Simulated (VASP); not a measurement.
# Cr (I4_1/amd) in VASP: notebook, part 2 of 2

VASP 6.6.1. The steps go on from the part before.

### Step 4. Single point, PBE, collinear spin, ferromagnetic start

This run uses another cell than the first one, of 13.43 Å³/atom, 1.087 times its volume.

Contents of INCAR:

```
ALGO = Normal ; EDIFF = 1E-6
ENCUT = 520 ; GGA = PE
ISIF = 2 ; ISMEAR = 0
ISPIN = 2 ; LASPH = T
LCHARG = F ; LMAXMIX = 4
LORBIT = 11 ; LREAL = F
LWAVE = F ; MAGMOM = 3 3
NBANDS = 23 ; NELM = 150
PREC = Accurate ; SIGMA = 0.1
```

Contents of KPOINTS:

```
k-points
0
Gamma
  8 8 8
```

Contents of POSCAR:

```
Cr
1.0
   -2.3090310874      2.3090310874      1.2596190817
    2.3090310874     -2.3090310874      1.2596190817
    2.3090310874      2.3090310874     -1.2596190817
Cr
2
Direct
    0.0000000000      0.0000000000      0.0000000000
    0.7500000000      0.2500000000      0.5000000000
```

Potentials or basis: VASP PAW PBE potentials, release 64 (Cr_pv).

Launch:

```
$ cat potpaw_PBE.64/Cr_pv/POTCAR > POTCAR
$ mpirun -np 1 vasp_std > vasp.out
```

OUTCAR:

```text
EDIFF = 1E-6
   ENCUT = 520
   GGA = PE
   ISIF = 2
   ISMEAR = 0
   ISPIN = 2
   LASPH = T
   LORBIT = 11
   LREAL = F
   NELM = 150
   PREC = Accurate

 ion  position               nearest neighbor table
   1  0.000  0.000  0.000-   2 2.39   2 2.39   2 2.39   2 2.39   2 2.98   2 2.98   2 2.98   2 2.98

   2  0.750  0.250  0.500-   1 2.39   1 2.39   1 2.39   1 2.39   1 2.98   1 2.98   1 2.98   1 2.98

  LATTYP: Found a body centered tetragonal cell.
 ALAT       =     4.6180621748
 C/A-ratio  =     0.5455184595

  Lattice vectors:

 A1 = (  -2.3090310874,   2.3090310874,   1.2596190817)
 A2 = (   2.3090310874,  -2.3090310874,   1.2596190817)
 A3 = (   2.3090310874,   2.3090310874,  -1.2596190817)

Analysis of symmetry for initial positions (statically):
=====================================================================
 Subroutine PRICEL returns:
 Original cell was already a primitive cell.

 Routine SETGRP: Setting up the symmetry group for a
[... 819 lines left out ...]
     23      23.7783      0.00000

 [... further k-points ...]

 spin component 2

 k-point     1 :       0.0000    0.0000    0.0000
  band No.  band energies     occupation
      1     -34.2614      1.00000
      2     -34.2614      1.00000
      3     -33.6529      1.00000
      4     -33.6431      1.00000
      5     -33.5756      1.00000
      6     -33.5756      1.00000
[... 613 lines left out ...]
     22      17.0135      0.00000
     23      23.7784      0.00000

 [... further k-points ...]
[... 5 lines left out ...]
  --------------------------------------------------------------------------------------
  -------------------------------------------------------------------------------------
  Total       -2.5028008     -2.5028008     -2.4441178      0.0000000     -0.0000000      0.0000000
  in kB     -149.2719085   -149.2719085   -145.7719416      0.0000000     -0.0000000      0.0000000
  external PRESSURE =    -148.1052529 kB  Pullay stress =       0.0000000 kB

 VOLUME and BASIS-vectors are now :
 -----------------------------------------------------------------------------
  energy-cutoff  :      520.00
  volume of cell :       26.86
      direct lattice vectors                 reciprocal lattice vectors
    -2.309031087  2.309031087  1.259619082     0.000000000  0.216541043  0.396945400
     2.309031087 -2.309031087  1.259619082     0.216541043  0.000000000  0.396945400
     2.309031087  2.309031087 -1.259619082     0.216541043  0.216541043  0.000000000

 POSITION                                       TOTAL-FORCE (eV/Angst)
 -----------------------------------------------------------------------------------
      0.00000      0.00000      0.00000        -0.000000     -0.000000      0.000000
      0.00000      2.30903      0.62981         0.000000      0.000000     -0.000000
 -----------------------------------------------------------------------------------
    total drift:                               -0.000000      0.000000      0.000000

  FREE ENERGIE OF THE ION-ELECTRON SYSTEM (eV)
  ---------------------------------------------------
  free  energy   TOTEN  =       -17.4613791148 eV

  energy  without entropy=      -17.4477654676  energy(sigma->0) =      -17.45457229

 total charge

# of ion       s       p       d       tot
------------------------------------------
    1        0.406   6.288   4.223  10.918
    2        0.406   6.288   4.223  10.918
--------------------------------------------------
tot          0.813  12.577   8.446  21.835

 magnetization (x)

# of ion       s       p       d       tot
------------------------------------------
    1       -0.000   0.000   0.000   0.000
    2       -0.000   0.000   0.000   0.000
--------------------------------------------------
tot         -0.000   0.000   0.000   0.000
```

stdout:

```text
POSCAR found type information on POSCAR Cr
 POSCAR found :  1 types and       2 ions
 scaLAPACK will be used
 LDA part: xc-table for (Slater+PW92), standard interpolation
 POSCAR, INCAR and KPOINTS ok, starting setup
 FFT: planning ... GRIDC
 FFT: planning ... GRID_SOFT
 FFT: planning ... GRID
 WAVECAR not read
 entering main loop
```

Wall time 68 s (1 thread of Intel Xeon Platinum 8488C (Sapphire Rapids), shared host); peak memory 0.19 GiB.

Results:

```
Free energy                                           : -17.4614 eV
Pressure                                              : -14.8 GPa
Band gap on the k mesh                                : zero (filled and empty bands overlap)
Net moment                                            : 0.00 μB per cell
Valence electrons inside the program's atomic spheres : Cr 10.92
```

Stress tensor (GPa, compression positive):
```
-14.93   0.00   0.00
  0.00 -14.93   0.00
  0.00   0.00 -14.58
```

Caveat: the starting moments collapsed, and a magnetic state may lie lower.

### Step 5. Single point, PBE

Contents of INCAR:

```
PREC     = Accurate       # precision mode
ENCUT    = 520            # plane-wave cutoff, eV
EDIFF    = 1E-7           # SCF threshold, eV
ISMEAR   = 0              # smearing method
SIGMA    = 0.1            # smearing width, eV
LREAL    = F              # projectors in reciprocal space
LASPH    = T              # aspherical terms in the spheres
NELM     = 60             # most SCF steps
ALGO     = Fast           # electronic algorithm
ISIF     = 2              # what is computed and relaxed
LWAVE    = F              # write WAVECAR
LCHARG   = T              # write CHGCAR
GGA      = PE             # functional
LELF     = T              # ELF
LVHAR    = T            
NBANDS   = 19             # bands
```

Contents of KPOINTS:

```
Automatic mesh
0
Gamma
  26 26 26
```

Contents of POSCAR:

```
Cr
1.0
   -2.2484542033      2.2484542033      1.2202173251
    2.2484542033     -2.2484542033      1.2202173251
    2.2484542033      2.2484542033     -1.2202173251
Cr
2
Direct
    0.0000000000      0.0000000000      0.0000000000
    0.7500000000      0.2500000000      0.5000000000
```

Launch:

```
$ cat potpaw_PBE.64/Cr_pv/POTCAR > POTCAR
$ mpirun -np 1 vasp_std > vasp.out
```

Run time: 24 min. Hardware: 1 thread of Oxide Virtual Turin-like, shared host; peak memory 0.54 GiB.

It converged, with:

```yaml
Free_energy: -17.5838 eV
Pressure: -0.3 GPa
Band_gap_on_the_k_mesh: zero (band 12 reaches 11.25 eV, above the bottom of band 13 at 9.40 eV)
```

Stress tensor (GPa, compression positive):
```
-0.17  0.00  0.00
 0.00 -0.17  0.00
 0.00  0.00 -0.44
```

Levels at points of the mesh, in eV from the Fermi level:
```
           k point  band 9  band 10  band 11  band 12  band 13  band 14  band 15  band 16
(0.00, 0.00, 0.00)   -2.77    -2.33    -1.73     1.04     1.04     1.08     1.08     2.51
(0.50, 0.00, 0.00)   -2.53    -1.79    -0.36    -0.20     0.08     1.19     2.04     2.07
(0.50, 0.50, 0.00)   -2.22    -2.22    -1.07    -1.07     0.66     0.66     1.70     1.70
(0.50, 0.50, 0.50)   -1.70    -1.70    -0.42    -0.42     0.58     0.58     1.30     1.30
```

Caveat: the run has no spin polarisation, though such a crystal can be magnetic.

### Step 6. Overview

```tsv
task	cell	k mesh	cutoff (eV)	gap on the mesh (eV)	pressure (GPa)
single point	a = 3.404 Å, angles 97.4, 97.4, 137.8°, 2 atoms	8 × 8 × 8	520	none	-0.2
relaxation of cell and atoms	relaxed from a = 3.500 Å, angles 97.4, 97.4, 137.8°, 2 atoms	8 × 8 × 8	600	none	0.0
single point	a = 3.406 Å, angles 97.4, 97.4, 138.0°, 2 atoms	26 × 26 × 26	520	none	-0.3
```

Alike in all rows: level PBE; potentials or basis VASP PAW PBE potentials, release 64 (Cr_pv); no spin polarisation; smearing gaussian 0.1 eV.

Caveats: some runs use coarse meshes; the run has no spin polarisation, though such a crystal can be magnetic.

Absolute energies hang on the potentials; compare differences alone.
